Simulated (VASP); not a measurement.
# Al2Cu (k06) (P4/mmm) in VASP: single point with PBEsol

Aim: the single point of Al2Cu (k06) with PBEsol.

Everything below comes from runs of VASP 6.6.1. Logs are shortened: lines on timing, memory, paths and dates and some standing lists are left out, and cuts for length are marked.

### 1 The cell of the first run

The structure is tetragonal, space group P4/mmm (No. 123). The conventional cell has a = 4.085 Å, b = 4.085 Å, c = 2.846 Å, α = 90.00°, β = 90.00°, γ = 90.00°. Within 3.3 Å of Al (site symmetry mmm) lie 4 Cu at 2.49 Å and 6 Al at 2.85 to 2.89 Å. Within 3.3 Å of Cu (site symmetry 4/mmm) lie 8 Al at 2.49 Å and 2 Cu at 2.85 Å.

### 2 Single point, PBEsol

Input file INCAR:

```
PREC = Accurate
ENCUT = 520
EDIFF = 1E-6
ISMEAR = 0
SIGMA = 0.1
LREAL = F
LASPH = T
NELM = 100
ALGO = Fast
ISIF = 2
LWAVE = F
LCHARG = F
GGA = PS
NBANDS = 16
```

Input file KPOINTS:

```
regular mesh
0
Gamma
  16 16 22
```

Input file POSCAR:

```
Al2Cu
1.0
    4.0848572809      0.0000000000      0.0000000000
    0.0000000000      4.0848572809      0.0000000000
    0.0000000000      0.0000000000      2.8464075211
Al Cu
2 1
Direct
    0.5000000000      0.0000000000      0.5000000000
    0.0000000000      0.5000000000      0.5000000000
    0.0000000000      0.0000000000      0.0000000000
```

Potentials or basis: VASP PAW PBE potentials, release 64 (Al, Cu).

The run is started by

```
$ cat potpaw_PBE.64/Al/POTCAR potpaw_PBE.64/Cu/POTCAR > POTCAR
$ mpirun -np 1 vasp_std > vasp.out
```

OUTCAR:

```text
PREC = Accurate
   ENCUT = 520
   EDIFF = 1E-6
   ISMEAR = 0
   LREAL = F
   LASPH = T
   NELM = 100
   ISIF = 2
   GGA = PS

 ion  position               nearest neighbor table
   1  0.500  0.000  0.500-   3 2.49   3 2.49   3 2.49   3 2.49   2 2.89   2 2.89   2 2.89   2 2.89

   2  0.000  0.500  0.500-   3 2.49   3 2.49   3 2.49   3 2.49   1 2.89   1 2.89   1 2.89   1 2.89

   3  0.000  0.000  0.000-   1 2.49   2 2.49   1 2.49   2 2.49   2 2.49   2 2.49   1 2.49   1 2.49

  LATTYP: Found a simple tetragonal cell.
 ALAT       =     4.0848572809
 C/A-ratio  =     0.6968193318

  Lattice vectors:

 A1 = (   4.0848572809,   0.0000000000,   0.0000000000)
 A2 = (   0.0000000000,   4.0848572809,   0.0000000000)
 A3 = (   0.0000000000,   0.0000000000,   2.8464075211)

Analysis of symmetry for initial positions (statically):
=====================================================================
 Subroutine PRICEL returns:
 Original cell was already a primitive cell.

 Routine SETGRP: Setting up the symmetry group for a
 simple tetragonal supercell.

 Subroutine GETGRP returns: Found 16 space group operations
 (whereof 16 operations were pure point group operations)
 out of a pool of 16 trial point group operations.

The static configuration has the point symmetry D_4h.

Analysis of symmetry for dynamics (positions and initial velocities):
=====================================================================
 Subroutine PRICEL returns:
 Original cell was already a primitive cell.

 Routine SETGRP: Setting up the symmetry group for a
 simple tetragonal supercell.

 Subroutine GETGRP returns: Found 16 space group operations
 (whereof 16 operations were pure point group operations)
 out of a pool of 16 trial point group operations.

The dynamic configuration has the point symmetry D_4h.

 Subroutine INISYM returns: Found 16 space group operations
 (whereof 16 operations are pure point group operations),
 and found     1 'primitive' translations

----------------------------------------------------------------------------------------

                                     Primitive cell

  volume of cell :      47.4953

  direct lattice vectors                    reciprocal lattice vectors
     4.084857281  0.000000000  0.000000000     0.244806595  0.000000000  0.000000000
     0.000000000  4.084857281  0.000000000     0.000000000  0.244806595  0.000000000
     0.000000000  0.000000000  2.846407521     0.000000000  0.000000000  0.351320039

  length of vectors
     4.084857281  4.084857281  2.846407521     0.244806595  0.244806595  0.351320039

  position of ions in fractional coordinates (direct lattice)
     0.500000000  0.000000000  0.500000000
     0.000000000  0.500000000  0.500000000
     0.000000000  0.000000000  0.000000000

  ion indices of the primitive-cell ions
   primitive index   ion index
                 1           1
                 2           2
                 3           3

----------------------------------------------------------------------------------------

 KPOINTS: regular mesh

Automatic generation of k-mesh.
 Grid dimensions read from file:
 generate k-points for:   16   16   22

 Generating k-lattice:

  Cartesian coordinates                     Fractional coordinates (reciprocal lattice)
     0.015300412  0.000000000  0.000000000     0.062500000  0.000000000  0.000000000
     0.000000000  0.015300412  0.000000000     0.000000000  0.062500000  0.000000000
     0.000000000  0.000000000  0.015969093     0.000000000  0.000000000  0.045454545

  Length of vectors
     0.015300412  0.015300412  0.015969093

  Shift w.r.t. Gamma in fractional coordinates (k-lattice)
     0.000000000  0.000000000  0.000000000

 Subroutine IBZKPT returns following result:
 ===========================================

 Found    540 irreducible k-points:

 Following reciprocal coordinates:
            Coordinates               Weight
  0.000000  0.000000  0.000000      1.000000
  0.062500  0.000000  0.000000      4.000000
  0.125000  0.000000  0.000000      4.000000
  0.187500  0.000000  0.000000      4.000000
  0.250000  0.000000  0.000000      4.000000
  0.312500  0.000000  0.000000      4.000000
[... 16 lines left out ...]
  0.437500  0.125000  0.000000      8.000000
  0.500000  0.125000  0.000000      4.000000
 [... further k-points ...]
   k-points           NKPTS =    540   k-points in BZ     NKDIM =    540   number of bands    NBANDS=     16
   number of dos      NEDOS =    301   number of ions     NIONS =      3
   total plane-waves  NPLWV =  21600
   dimension x,y,z NGX =    30 NGY =   30 NGZ =   24
   dimension x,y,z NGXF=    60 NGYF=   60 NGZF=   48
   ions per type =               2   1
   NGX,Y,Z   is equivalent  to a cutoff of  12.21, 12.21, 14.02 a.u.
   NGXF,Y,Z  is equivalent  to a cutoff of  24.42, 24.42, 28.03 a.u.
 SYSTEM =  unknown system
   PREC   = accura    normal or accurate (medium, high low for compatibility)
   ISTART =      0    job   : 0-new  1-cont  2-samecut
   ICHARG =      2    charge: 1-file 2-atom 10-const
   ISPIN  =      1    spin polarized calculation?
   LNONCOLLINEAR =      F non collinear calculations
   LSORBIT =      F    spin-orbit coupling
   LASPH  =      T    aspherical Exc in radial PAW
   ENCUT  =  520.0 eV  38.22 Ry    6.18 a.u.   7.60  7.60  5.29*2*pi/ulx,y,z
   NELM   =    100;   NELMIN=  2; NELMDL= -5     # of ELM steps
   EDIFF  = 0.1E-05   stopping-criterion for ELM
   LREAL  =      F    real-space projection
   EDIFFG = 0.1E-04   stopping-criterion for IOM
   NSW    =      0    number of steps for IOM
   IBRION =     -1    ionic relax: 0-MD 1-quasi-New 2-CG
   NFREE  =      0    steps in history (QN), initial steepest desc. (CG)
   ISIF   =      2    stress and relaxation
   ISYM   =      2    0-nonsym 1-usesym 2-fastsym
   POTIM  = 0.5000    time-step for ionic-motion
   TEBEG  =    0.0;   TEEND  =   0.0 temperature during run
   PSTRESS=    0.0 pullay stress
   NELECT =      17.0000    total number of electrons
   NUPDOWN=      -1.0000    fix difference up-down
   EMIN   =  10.00;   EMAX   =-10.00  energy-range for DOS
   EFERMI =   0.00;   METHOD = LEGACY
   ISMEAR =     0;   SIGMA  =   0.10  broadening in eV -4-tet -1-fermi 0-gaus
   EFERMI_NEDOS =   21; number of points for ismear=-14 and -15
   IALGO  =     68    algorithm
   IMIX   =      4    mixing-type and parameters
     AMIX     =   0.40;   BMIX     =  1.00
     AMIX_MAG =   1.60;   BMIX_MAG =  1.00
  volume/ion in A,a.u.               =      15.83       106.84
  Fermi-wavevector in a.u.,A,eV,Ry     =   1.162361  2.196543 18.382587  1.351082
  Thomas-Fermi vector in A             =   2.298922
   LORBIT       =      0    0 simple, 1 ext, 2 COOP (PROOUT), +10 PAW based schemes
   GGA     = PS    functional components
   LHFCALC =     F    Hartree Fock is set to
   AEXX    =    0.0000 exact exchange contribution
   IVDW    =     0    specifies the selected vdW correction
   LEPSILON=     F    determine dielectric tensor
   LRPA    =     F    only Hartree local field effects (RPA)
 non-spin polarized calculation
 RMM-DIIS sequential band-by-band and
 Gauss-broadening in eV      SIGMA  =   0.10
  energy-cutoff  :      520.00
  volume of cell :       47.50
 maximum number of plane-waves:      1295
   NGX = 15   NGY = 15   NGZ = 11

 number of electron      16.9999981 magnetization

 Free energy of the ion-electron system (eV)
  ---------------------------------------------------
  ext. energy  EPLUGINS =         0.00000000
  ---------------------------------------------------
  free energy    TOTEN  =       -12.56860248 eV

  energy without entropy =      -12.56432985  energy(sigma->0) =      -12.56646616

 E-fermi :   7.3085     XC(G=0): -10.5916

 val. band max:        7.3043986184   @ k =   0.2500   0.0000   0.2727
 cond. band min:       7.3124623171   @ k =   0.5000   0.3125   0.4545
 fundamental gap:      0.0080636986
 Fermi energy:         7.3085225362

 k-point     1 :       0.0000    0.0000    0.0000
  band No.  band energies     occupation
      1      -3.3755      2.00000
      2       1.7810      2.00000
      3       2.2900      2.00000
      4       2.9762      2.00000
      5       3.1979      2.00000
      6       3.1979      2.00000
[... 8 lines left out ...]
     15      14.5513      0.00000
     16      20.1592      0.00000

 k-point     2 :       0.0625    0.0000    0.0000
  band No.  band energies     occupation
      1      -3.3422      2.00000
      2       1.7644      2.00000
      3       2.2820      2.00000
      4       2.9655      2.00000
      5       3.1968      2.00000
      6       3.1981      2.00000
[... 8 lines left out ...]
     15      15.0285      0.00000
     16      20.0440      0.00000

 k-point     3 :       0.1250    0.0000    0.0000
  band No.  band energies     occupation
      1      -3.2429      2.00000
      2       1.6971      2.00000
      3       2.2590      2.00000
      4       2.9364      2.00000
      5       3.1936      2.00000
      6       3.1986      2.00000
[... 8 lines left out ...]
     15      16.0563      0.00000
     16      19.6567      0.00000

 k-point     4 :       0.1875    0.0000    0.0000
  band No.  band energies     occupation
      1      -3.0792      2.00000
      2       1.5221      2.00000
      3       2.2297      2.00000
      4       2.8964      2.00000
      5       3.1888      2.00000
      6       3.1994      2.00000
[... 8 lines left out ...]
     15      17.1720      0.00000
     16      19.1369      0.00000
[... 324 lines left out ...]
 k-point    22 :       0.3750    0.1250    0.0000
  band No.  band energies     occupation
      1      -2.1272      2.00000
      2       0.3013      2.00000
      3       2.1655      2.00000
      4       2.7152      2.00000
      5       2.9653      2.00000
      6       3.1738      2.00000
[... 8 lines left out ...]
     15      17.5668      0.00000
     16      19.3666      0.00000

 k-point    23 :       0.4375    0.1250    0.0000
  band No.  band energies     occupation
      1      -1.8231      2.00000
      2      -0.1316      2.00000
      3       2.1867      2.00000
      4       2.7023      2.00000
      5       2.9140      2.00000
      6       3.1707      2.00000
[... 8 lines left out ...]
     15      17.1717      0.00000
     16      18.9047      0.00000

 k-point    24 :       0.5000    0.1250    0.0000
  band No.  band energies     occupation
      1      -1.6732      2.00000
      2      -0.3271      2.00000
      3       2.1949      2.00000
      4       2.6981      2.00000
      5       2.8985      2.00000
      6       3.1696      2.00000
[... 8 lines left out ...]
     15      17.0117      0.00000
     16      18.5636      0.00000

 [... further k-points ...]
[... 5 lines left out ...]
  --------------------------------------------------------------------------------------
  -------------------------------------------------------------------------------------
  Total        0.0478800      0.0478800      0.0397386      0.0000000      0.0000000      0.0000000
  in kB        1.6151535      1.6151535      1.3405153      0.0000000      0.0000000      0.0000000
  external PRESSURE =       1.5236074 kB  Pullay stress =       0.0000000 kB

 VOLUME and BASIS-vectors are now :
 -----------------------------------------------------------------------------
  energy-cutoff  :      520.00
  volume of cell :       47.50
      direct lattice vectors                 reciprocal lattice vectors
     4.084857281  0.000000000  0.000000000     0.244806595  0.000000000  0.000000000
     0.000000000  4.084857281  0.000000000     0.000000000  0.244806595  0.000000000
     0.000000000  0.000000000  2.846407521     0.000000000  0.000000000  0.351320039

 POSITION                                       TOTAL-FORCE (eV/Angst)
 -----------------------------------------------------------------------------------
      2.04243      0.00000      1.42320         0.000000      0.000000      0.000000
      0.00000      2.04243      1.42320         0.000000      0.000000      0.000000
      0.00000      0.00000      0.00000         0.000000      0.000000      0.000000
 -----------------------------------------------------------------------------------
    total drift:                                0.000000      0.000000      0.000000

  FREE ENERGIE OF THE ION-ELECTRON SYSTEM (eV)
  ---------------------------------------------------
  free  energy   TOTEN  =       -12.5686024806 eV

  energy  without entropy=      -12.5643298489  energy(sigma->0) =      -12.56646616
```

Run time: 5.9 min. Hardware: 1 thread of Intel Xeon Platinum 8488C (Sapphire Rapids), shared host; peak memory 0.48 GiB.

What came out:

| Property | Result |
| --- | --- |
| Free energy | -12.5686 eV |
| Pressure | 0.2 GPa |

Levels at points of the mesh, in eV from the Fermi level:
| k point | band 7 | band 8 | band 9 | band 10 | band 11 | band 12 |
| --- | --- | --- | --- | --- | --- | --- |
| (0.00, 0.00, 0.00) | -2.46 | -2.46 | -0.07 | 0.84 | 6.18 | 6.18 |
| (0.50, 0.00, 0.00) | -4.11 | -1.14 | 1.55 | 1.70 | 1.92 | 7.73 |
| (0.50, 0.50, 0.00) | -4.13 | -4.13 | -2.47 | 8.59 | 8.59 | 9.62 |
| (0.00, 0.00, 0.50) | -3.01 | 2.52 | 2.65 | 2.65 | 2.73 | 2.73 |
| (0.50, 0.00, 0.50) | -3.11 | -2.46 | -1.64 | 3.76 | 3.99 | 4.49 |
| (0.50, 0.50, 0.50) | -2.31 | -2.31 | -0.83 | -0.83 | 0.06 | 0.06 |

Caveat: the PAW data sets were made with another functional, which shifts forces and pressure a little.
